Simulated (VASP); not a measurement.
A run of VASP 6.6.1:

The input INCAR:

```
ALGO     = Normal         # electronic algorithm
EDIFF    = 1E-6           # SCF threshold, eV
ENCUT    = 750            # plane-wave cutoff, eV
GGA      = PE             # functional
GGA_COMPAT= False        
ISIF     = 2              # what is computed and relaxed
ISMEAR   = 0              # smearing method
LASPH    = True           # aspherical terms in the spheres
LCHARG   = False          # write CHGCAR
LREAL    = False          # projectors in reciprocal space
LWAVE    = False          # write WAVECAR
NBANDS   = 12             # bands
NELM     = 120            # most SCF steps
PREC     = Accurate       # precision mode
SIGMA    = 0.1            # smearing width, eV
```

The input KPOINTS:

```
k-points
0
Gamma
  10 10 10
```

The input POSCAR:

```
LiF
1.0
    0.0000000000      1.9905188515      1.9905188515
    1.9905188515      0.0000000000      1.9905188515
    1.9905188515      1.9905188515      0.0000000000
Li F
1 1
Direct
    0.0000000000      0.0000000000      0.0000000000
    0.5000000000      0.5000000000      0.5000000000
```

Potentials or basis: VASP PAW PBE potentials, release 64 (Li_sv, F).

The run is started by

```sh
$ cat potpaw_PBE.64/Li_sv/POTCAR potpaw_PBE.64/F/POTCAR > POTCAR
$ mpirun -np 1 vasp_std > vasp.out
```

Hardware: 1 thread of Intel(R) Xeon(R) Platinum 8259CL CPU @ 2.50GHz (Skylake/Cascade Lake), on a shared host.

Task: Estimate the wall time of this run.

Result: Run time: 20 s on 1 thread of Intel(R) Xeon(R) Platinum 8259CL CPU @ 2.50GHz (Skylake/Cascade Lake), on a shared host, peak memory 0.15 GiB. Counts: scf iterations 12, k points 47.
